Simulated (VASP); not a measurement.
# TiO2 (P3_121) in VASP: settings compared

Aim: see how the results for TiO2 move with the level of theory and the settings. Levels: revPBE, PBE. Tasks: single point.

Program: VASP 6.6.1. These are calculated values, not measurements. Logs are shortened: lines on timing, memory, paths and dates and some standing lists are left out, and cuts for length are marked.

### Step 1. The cell of the first run

It takes space group P3_121 (No. 152, trigonal). The conventional cell has a = 5.582 Å, b = 5.582 Å, c = 6.082 Å, α = 90.00°, β = 90.00°, γ = 120.00°. Ti (site symmetry 2) has 4 O at 1.81 to 1.82 Å within 2.4 Å. O (site symmetry 1) has 2 Ti at 1.81 to 1.82 Å within 2.4 Å.

### Step 2. Single point, revPBE

File INCAR:

```
PREC = Accurate ; ENCUT = 520
EDIFF = 1E-6 ; ISMEAR = -1
SIGMA = 0.05 ; LREAL = False
LASPH = True ; NELM = 80
ALGO = Normal ; ISIF = 2
LWAVE = False ; LCHARG = False
GGA = RE ; NBANDS = 46
```

File KPOINTS:

```
Automatic mesh
0
Gamma
  6 6 5
```

File POSCAR:

```
TiO2
1.0
    5.5822227355      0.0000000000      0.0000000000
   -2.7911113678      4.8343466985      0.0000000000
    0.0000000000      0.0000000000      6.0824678800
Ti O
3 6
Direct
    0.4669367500      0.0000000000      0.3333333333
    0.0000000000      0.4669367500      0.6666666667
    0.5330632500      0.5330632500      0.0000000000
    0.5810657200      0.8514331800      0.1206639333
    0.7296325400      0.1485668200      0.5460027333
    0.2703674600      0.4189342800      0.7873306000
    0.8514331800      0.5810657200      0.8793360667
    0.1485668200      0.7296325400      0.4539972667
    0.4189342800      0.2703674600      0.2126694000
```

Potentials or basis: VASP PAW PBE potentials, release 64 (Ti_sv, O).

Launch:

```console
$ cat potpaw_PBE.64/Ti_sv/POTCAR potpaw_PBE.64/O/POTCAR > POTCAR
$ mpirun -np 1 vasp_std > vasp.out
```

OUTCAR:

```text
PREC = Accurate
   ENCUT = 520
   EDIFF = 1E-6
   ISMEAR = -1
   LREAL = False
   LASPH = True
   NELM = 80
   ISIF = 2
   GGA = RE

 ion  position               nearest neighbor table
   1  0.467  0.000  0.333-   9 1.81   8 1.81   5 1.82   4 1.82
   2  0.000  0.467  0.667-   6 1.81   5 1.81   8 1.82   7 1.82
   3  0.533  0.533  0.000-   7 1.81   4 1.81   6 1.82   9 1.82
   4  0.581  0.851  0.121-   3 1.81   1 1.82
   5  0.730  0.149  0.546-   2 1.81   1 1.82
   6  0.270  0.419  0.787-   2 1.81   3 1.82
   7  0.851  0.581  0.879-   3 1.81   2 1.82
   8  0.149  0.730  0.454-   1 1.81   2 1.82
   9  0.419  0.270  0.213-   1 1.81   3 1.82

  LATTYP: Found a hexagonal cell.
 ALAT       =     5.5822227355
 C/A-ratio  =     1.0896139707

  Lattice vectors:

 A1 = (   5.5822227355,   0.0000000000,   0.0000000000)
 A2 = (  -2.7911113678,   4.8343466985,   0.0000000000)
 A3 = (   0.0000000000,   0.0000000000,   6.0824678800)

Analysis of symmetry for initial positions (statically):
=====================================================================
 Subroutine PRICEL returns:
 Original cell was already a primitive cell.

 Routine SETGRP: Setting up the symmetry group for a
 hexagonal supercell.

 Subroutine GETGRP returns: Found  6 space group operations
 (whereof  2 operations were pure point group operations)
 out of a pool of 24 trial point group operations.

The static configuration has the point symmetry C_2 .
 The point group associated with its full space group is D_3 .

Analysis of symmetry for dynamics (positions and initial velocities):
=====================================================================
 Subroutine PRICEL returns:
 Original cell was already a primitive cell.

 Routine SETGRP: Setting up the symmetry group for a
 hexagonal supercell.

 Subroutine GETGRP returns: Found  6 space group operations
 (whereof  2 operations were pure point group operations)
 out of a pool of 24 trial point group operations.

The dynamic configuration has the point symmetry C_2 .
 The point group associated with its full space group is D_3 .

 Subroutine INISYM returns: Found  6 space group operations
 (whereof  2 operations are pure point group operations),
 and found     1 'primitive' translations

----------------------------------------------------------------------------------------

                                     Primitive cell

  volume of cell :     164.1439

  direct lattice vectors                    reciprocal lattice vectors
     5.582222736  0.000000000  0.000000000     0.179140111  0.103426591  0.000000000
    -2.791111368  4.834346699  0.000000000     0.000000000  0.206853183  0.000000000
     0.000000000  0.000000000  6.082467880     0.000000000  0.000000000  0.164406951

  length of vectors
     5.582222736  5.582222736  6.082467880     0.206853183  0.206853183  0.164406951

  position of ions in fractional coordinates (direct lattice)
     0.466936750  0.000000000  0.333333333
     0.000000000  0.466936750  0.666666667
     0.533063250  0.533063250  0.000000000
     0.581065720  0.851433180  0.120663933
     0.729632540  0.148566820  0.546002733
     0.270367460  0.418934280  0.787330600
     0.851433180  0.581065720  0.879336067
     0.148566820  0.729632540  0.453997267
     0.418934280  0.270367460  0.212669400

  ion indices of the primitive-cell ions
   primitive index   ion index
                 1           1
                 2           2
                 3           3
                 4           4
                 5           5
                 6           6
                 7           7
                 8           8
                 9           9

----------------------------------------------------------------------------------------

 KPOINTS: Automatic mesh

Automatic generation of k-mesh.
 Grid dimensions read from file:
 generate k-points for:    6    6    5

 Generating k-lattice:

  Cartesian coordinates                     Fractional coordinates (reciprocal lattice)
     0.029856685  0.017237765  0.000000000     0.166666667  0.000000000  0.000000000
     0.000000000  0.034475530  0.000000000     0.000000000  0.166666667  0.000000000
     0.000000000  0.000000000  0.032881390     0.000000000  0.000000000  0.200000000

  Length of vectors
     0.034475530  0.034475530  0.032881390

  Shift w.r.t. Gamma in fractional coordinates (k-lattice)
     0.000000000  0.000000000  0.000000000

 Subroutine IBZKPT returns following result:
 ===========================================

 Found     27 irreducible k-points:

 Following reciprocal coordinates:
            Coordinates               Weight
  0.000000  0.000000  0.000000      1.000000
  0.166667  0.000000  0.000000      6.000000
  0.333333  0.000000  0.000000      6.000000
  0.500000  0.000000  0.000000      3.000000
  0.166667  0.166667  0.000000      6.000000
  0.333333  0.166667  0.000000     12.000000
[... 16 lines left out ...]
  0.500000  0.000000  0.400000      6.000000
  0.166667  0.166667  0.400000     12.000000
 [... further k-points ...]
   k-points           NKPTS =     27   k-points in BZ     NKDIM =     27   number of bands    NBANDS=     46
   number of dos      NEDOS =    301   number of ions     NIONS =      9
   total plane-waves  NPLWV =  84672
   dimension x,y,z NGX =    42 NGY =   42 NGZ =   48
   dimension x,y,z NGXF=    84 NGYF=   84 NGZF=   96
   ions per type =               3   6
   NGX,Y,Z   is equivalent  to a cutoff of  12.51, 12.51, 13.12 a.u.
   NGXF,Y,Z  is equivalent  to a cutoff of  25.02, 25.02, 26.24 a.u.
 SYSTEM =  unknown system
   PREC   = accura    normal or accurate (medium, high low for compatibility)
   ISTART =      0    job   : 0-new  1-cont  2-samecut
   ICHARG =      2    charge: 1-file 2-atom 10-const
   ISPIN  =      1    spin polarized calculation?
   LNONCOLLINEAR =      F non collinear calculations
   LSORBIT =      F    spin-orbit coupling
   LASPH  =      T    aspherical Exc in radial PAW
   ENCUT  =  520.0 eV  38.22 Ry    6.18 a.u.  10.38 10.38 11.31*2*pi/ulx,y,z
   NELM   =     80;   NELMIN=  2; NELMDL= -5     # of ELM steps
   EDIFF  = 0.1E-05   stopping-criterion for ELM
   LREAL  =      F    real-space projection
   EDIFFG = 0.1E-04   stopping-criterion for IOM
   NSW    =      0    number of steps for IOM
   IBRION =     -1    ionic relax: 0-MD 1-quasi-New 2-CG
   NFREE  =      0    steps in history (QN), initial steepest desc. (CG)
   ISIF   =      2    stress and relaxation
   ISYM   =      2    0-nonsym 1-usesym 2-fastsym
   POTIM  = 0.5000    time-step for ionic-motion
   TEBEG  =    0.0;   TEEND  =   0.0 temperature during run
   PSTRESS=    0.0 pullay stress
   NELECT =      72.0000    total number of electrons
   NUPDOWN=      -1.0000    fix difference up-down
   EMIN   =  10.00;   EMAX   =-10.00  energy-range for DOS
   EFERMI =   0.00;   METHOD = LEGACY
   ISMEAR =    -1;   SIGMA  =   0.05  broadening in eV -4-tet -1-fermi 0-gaus
   EFERMI_NEDOS =   21; number of points for ismear=-14 and -15
   IALGO  =     38    algorithm
   IMIX   =      4    mixing-type and parameters
     AMIX     =   0.40;   BMIX     =  1.00
     AMIX_MAG =   1.60;   BMIX_MAG =  1.00
  volume/ion in A,a.u.               =      18.24       123.08
  Fermi-wavevector in a.u.,A,eV,Ry     =   1.243877  2.350587 21.051339  1.547230
  Thomas-Fermi vector in A             =   2.378168
   LORBIT       =      0    0 simple, 1 ext, 2 COOP (PROOUT), +10 PAW based schemes
   GGA     = RE    functional components
   LHFCALC =     F    Hartree Fock is set to
   AEXX    =    0.0000 exact exchange contribution
   IVDW    =     0    specifies the selected vdW correction
   LEPSILON=     F    determine dielectric tensor
   LRPA    =     F    only Hartree local field effects (RPA)
 non-spin polarized calculation
  energy-cutoff  :      520.00
  volume of cell :      164.14
 maximum number of plane-waves:      4457
 NGX is ok and might be reduce to    42
   NGX = 21   NGY = 21   NGZ = 23

 number of electron      72.0000000 magnetization

 Free energy of the ion-electron system (eV)
  ---------------------------------------------------
  ext. energy  EPLUGINS =         0.00000000
  ---------------------------------------------------
  free energy    TOTEN  =       -77.88350028 eV

  energy without entropy =      -77.88350028  energy(sigma->0) =      -77.88350028

 E-fermi :   0.3430     XC(G=0):  -7.6936

 val. band max:       -0.9018844232   @ k =   0.1667   0.0000   0.4000
 cond. band min:       2.7309901611   @ k =   0.0000   0.0000   0.4000
 fundamental gap:      3.6328745843
 Fermi energy:         0.3429947288

 k-point     1 :       0.0000    0.0000    0.0000
  band No.  band energies     occupation
      1     -56.2895      2.00000
      2     -56.2772      2.00000
      3     -56.2772      2.00000
      4     -32.6799      2.00000
      5     -32.6527      2.00000
      6     -32.6527      2.00000
[... 38 lines left out ...]
     45       4.9744      0.00000
     46       5.2819      0.00000

 k-point     2 :       0.1667    0.0000    0.0000
  band No.  band energies     occupation
      1     -56.2887      2.00000
      2     -56.2779      2.00000
      3     -56.2772      2.00000
      4     -32.6787      2.00000
      5     -32.6567      2.00000
      6     -32.6557      2.00000
[... 38 lines left out ...]
     45       5.0832      0.00000
     46       5.2816      0.00000

 k-point     3 :       0.3333    0.0000    0.0000
  band No.  band energies     occupation
      1     -56.2869      2.00000
      2     -56.2798      2.00000
      3     -56.2772      2.00000
      4     -32.6759      2.00000
      5     -32.6636      2.00000
      6     -32.6601      2.00000
[... 38 lines left out ...]
     45       4.9629      0.00000
     46       5.2734      0.00000

 k-point     4 :       0.5000    0.0000    0.0000
  band No.  band energies     occupation
      1     -56.2854      2.00000
      2     -56.2813      2.00000
      3     -56.2772      2.00000
      4     -32.6741      2.00000
      5     -32.6667      2.00000
      6     -32.6622      2.00000
[... 920 lines left out ...]
     45       4.8685      0.00000
     46       5.4211      0.00000

 k-point    23 :       0.5000    0.0000    0.4000
  band No.  band energies     occupation
      1     -56.2854      2.00000
      2     -56.2813      2.00000
      3     -56.2772      2.00000
      4     -32.6786      2.00000
      5     -32.6635      2.00000
      6     -32.6556      2.00000
[... 38 lines left out ...]
     45       5.0673      0.00000
     46       5.1819      0.00000

 k-point    24 :       0.1667    0.1667    0.4000
  band No.  band energies     occupation
      1     -56.2857      2.00000
      2     -56.2828      2.00000
      3     -56.2752      2.00000
      4     -32.6746      2.00000
      5     -32.6643      2.00000
      6     -32.6570      2.00000
[... 38 lines left out ...]
     45       4.8764      0.00000
     46       5.5296      0.00000

 [... further k-points ...]

------------------------ aborting loop because EDIFF is reached ----------------------------------------

  FORCE on cell =-STRESS in cart. coord.  units (eV):
  Direction    XX          YY          ZZ          XY          YZ          ZX
  --------------------------------------------------------------------------------------
  -------------------------------------------------------------------------------------
  Total        3.7243289      3.7243289      3.7834486     -0.0000000     -0.0000000      0.0000000
  in kB       36.3524626     36.3524626     36.9295183     -0.0000000     -0.0000000      0.0000000
  external PRESSURE =      36.5448145 kB  Pullay stress =       0.0000000 kB

 VOLUME and BASIS-vectors are now :
 -----------------------------------------------------------------------------
  energy-cutoff  :      520.00
  volume of cell :      164.14
      direct lattice vectors                 reciprocal lattice vectors
     5.582222736  0.000000000  0.000000000     0.179140111  0.103426591  0.000000000
    -2.791111368  4.834346699  0.000000000     0.000000000  0.206853183  0.000000000
     0.000000000  0.000000000  6.082467880     0.000000000  0.000000000  0.164406951

 POSITION                                       TOTAL-FORCE (eV/Angst)
 -----------------------------------------------------------------------------------
      2.60654      0.00000      2.02749        -0.003349      0.000000     -0.000000
     -1.30327      2.25733      4.05498         0.001674     -0.002900     -0.000000
      1.48784      2.57701      0.00000         0.001674      0.002900     -0.000000
      0.86719      4.11612      0.73393         0.082766      0.140499     -0.084271
      3.65830      0.71822      3.32104         0.082766     -0.140499      0.084271
      0.33996      2.02527      4.78891         0.080292     -0.141927     -0.084271
      3.13107      2.80907      5.34853         0.080292      0.141927      0.084271
     -1.20715      3.52730      2.76142        -0.163058      0.001428     -0.084271
      1.58396      1.30705      1.29355        -0.163058     -0.001428      0.084271
 -----------------------------------------------------------------------------------
    total drift:                                0.000001      0.000001     -0.000000

  FREE ENERGIE OF THE ION-ELECTRON SYSTEM (eV)
  ---------------------------------------------------
  free  energy   TOTEN  =       -77.8835002774 eV

  energy  without entropy=      -77.8835002774  energy(sigma->0) =      -77.88350028
```

Wall time 3.6 min (1 thread of AMD EPYC 7R13 (Zen 3), shared host); peak memory 0.33 GiB.

Results:

* Free energy: -77.8835 eV
* Pressure: 3.7 GPa
* Largest force: 0.184 eV/Å
* Band gap on the k mesh: 3.63 eV (least direct gap 3.64 eV)

Forces on the atoms (eV/Å):
```
Ti  -0.003  0.000  0.000
Ti   0.002 -0.003  0.000
Ti   0.002  0.003  0.000
O    0.083  0.140 -0.084
O    0.083 -0.140  0.084
O    0.080 -0.142 -0.084
O    0.080  0.142  0.084
O   -0.163  0.001 -0.084
O   -0.163 -0.001  0.084
```

Levels at points of the mesh, in eV from the valence-band top:
| k point | band 32 | band 33 | band 34 | band 35 | band 36 | band 37 | band 38 | band 39 | band 40 | band 41 |
| --- | --- | --- | --- | --- | --- | --- | --- | --- | --- | --- |
| (0.00, 0.00, 0.00) | -0.80 | -0.80 | -0.29 | -0.28 | -0.28 | 3.65 | 4.22 | 4.22 | 4.64 | 4.64 |
| (0.50, 0.00, 0.00) | -0.79 | -0.76 | -0.75 | -0.16 | 0.00 | 3.88 | 3.88 | 4.20 | 4.81 | 5.28 |

Caveat: the cell stands under pressure; the PAW data sets were made with another functional, which shifts forces and pressure a little. A k mesh can miss the band edges.

(Part 1 of 2 ends here.)
